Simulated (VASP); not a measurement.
Write the native input for VASP 6.6.1 that does the following.

```yaml
Task: relaxation of cell and atoms
Functional: PBE
Potentials_or_basis: VASP PAW PBE potentials, release 64 (Li_sv, Ge_d, N)
Cutoff: 600 eV
k_mesh: 12 × 12 × 4
Occupations: gaussian, width 0.02 eV
Spin: no spin polarisation
Dipole_correction: no
Further_INCAR_settings: ALGO = Normal; EDIFF = 1e-07; IBRION = 2; EDIFFG = -0.01; NSW = 100; ISIF = 3
```

The structure of LiGeN lies in POSCAR:

```
LiGeN
1.0
    3.0124085200      0.0000000000      0.0000000000
   -1.5062042600      2.6088223100      0.0000000000
    0.0000000000      0.0000000000      9.4194593400
Li Ge N
2 2 2
Direct
    0.6666666700      0.3333333300      0.7433919900
    0.3333333300      0.6666666700      0.2433919900
    0.0000000000      0.0000000000      0.4980230000
    0.0000000000      0.0000000000      0.9980230000
    0.3333333300      0.6666666700      0.6032230300
    0.6666666700      0.3333333300      0.1032230300
```

The input as run:

INCAR

```
SYSTEM = LiGeN
ALGO = Normal
EDIFF = 1E-7
EDIFFG = -0.01
ENCUT = 600
GGA = PE
IBRION = 2
ISIF = 3
ISMEAR = 0
LASPH = .True.
LCHARG = .False.
LREAL = .False.
LWAVE = .False.
NELM = 100
NSW = 100
PREC = Accurate
SIGMA = 0.02
```

KPOINTS

```
k-points
0
Gamma
  12 12 4
  0 0 0
```

Potentials or basis: VASP PAW PBE potentials, release 64 (Li_sv, Ge_d, N).

The run is started by

```bash
$ cat potpaw_PBE.64/Li_sv/POTCAR potpaw_PBE.64/Ge_d/POTCAR potpaw_PBE.64/N/POTCAR > POTCAR
$ mpirun -np 1 vasp_std > vasp.out
```

Results of the run:

* Relaxed volume: 12.34 Å³/atom
* Relaxed cell: a = 3.014 Å, b = 3.014 Å, c = 9.414 Å, α = 90.00°, β = 90.00°, γ = 120.00°
* Space group after relaxing (to 0.05 Å): P6_3mc (No. 186)
* Energy gained by relaxing: 0.3 meV/atom
* Ionic steps: 10
* Pressure after relaxing: 0.0 GPa
* Largest force after relaxing: 0.006 eV/Å
* Band gap on the k mesh: 1.45 eV, indirect (least direct gap 2.44 eV)

Caveat: the cutoff is under 1.25 times the usual one of these potentials, so pressure, stress and relaxed cells hold a basis-set (Pulay) error.

Run time: 9.1 min on 1 thread of Intel(R) Xeon(R) 6975P-C (Granite Rapids), with other jobs on the host, peak memory 0.28 GiB.
